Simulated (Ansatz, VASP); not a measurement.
## Au in VASP and in Ansatz

```
Au
1.0
     2.93091    0.00000    0.00000
    -1.46545    2.53824    0.00000
     0.00000    0.00000    9.81496
Au
4
Direct
  0.00000 0.00000 0.00000
  0.00000 0.00000 0.50000
  0.33333 0.66667 0.25000
  0.66667 0.33333 0.75000
```

Alike in both runs: task single point; functional r2SCAN; k mesh 14 × 14 × 4; occupations fermi-dirac, width 0.1 eV; no spin polarisation.

|  | VASP | Ansatz |
| --- | --- | --- |
| version | VASP 6.6.1 | Ansatz 0.2.0 |
| potentials or method | VASP PAW PBE potentials, release 64 (Au), cutoff 520 eV | plane waves (500 eV) with PAW, scalar-relativistic |
| valence electrons in the cell | 44 | 76 |

|  | VASP | Ansatz | Ansatz less VASP |
| --- | --- | --- | --- |
| pressure (GPa) | -5.0 | -5.2 | -0.18 |
| traceless stress, the component that is largest in VASP (GPa) | -0.36 | -0.34 | +0.021 |

VASP's potentials were made for PBE, not for r2SCAN. The functional is the same, so the differences come from potentials, cutoffs and numerics. VASP's potentials hold 44 valence electrons a cell and Ansatz's 76, so a difference there can come from the potentials and not from the codes.

Spin-orbit coupling is off throughout.
